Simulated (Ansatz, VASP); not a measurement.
**Two plane-wave programs on WS2**

```
W S
1.0
     3.14608    0.00000    0.00000
    -1.57304    2.72459    0.00000
     0.00000    0.00000   13.21279
W S
2 4
Direct
  0.33333 0.66667 0.25000
  0.66667 0.33333 0.75000
  0.33333 0.66667 0.63133
  0.66667 0.33333 0.13133
  0.33333 0.66667 0.86867
  0.66667 0.33333 0.36867
```

Alike in both runs: task single point; functional PBEsol; k mesh 12 × 12 × 2; occupations gaussian, width 0.02 eV; no spin polarisation.

|  | VASP | Ansatz |
| --- | --- | --- |
| version | VASP 6.6.1 | Ansatz 0.2.0 |
| potentials or method | VASP PAW PBE potentials, release 64 (W_sv, S), cutoff 520 eV | scalar-relativistic, plane waves, PAW |
| valence electrons in the cell | 52 | 52 |

Ansatz gave:

- gap on the k mesh at the Fermi level (eV): 1.30
- least direct gap on the mesh (eV): 1.89
- pressure (GPa): -0.2
- traceless stress, the component that is largest in VASP (GPa): -0.21
- rms of the force components (eV/Å): 0.002

Problem. What did VASP give for the same quantities?

Solution. gap on the k mesh at the Fermi level (eV): 1.32; least direct gap on the mesh (eV): 1.89; pressure (GPa): -0.1; traceless stress, the component that is largest in VASP (GPa): -0.19; rms of the force components (eV/Å): 0.011.

VASP's potentials were made for PBE, not for PBEsol. Atom by atom the forces differ by 0.010 eV/Å (rms over components).

Neither program's run includes spin-orbit coupling.
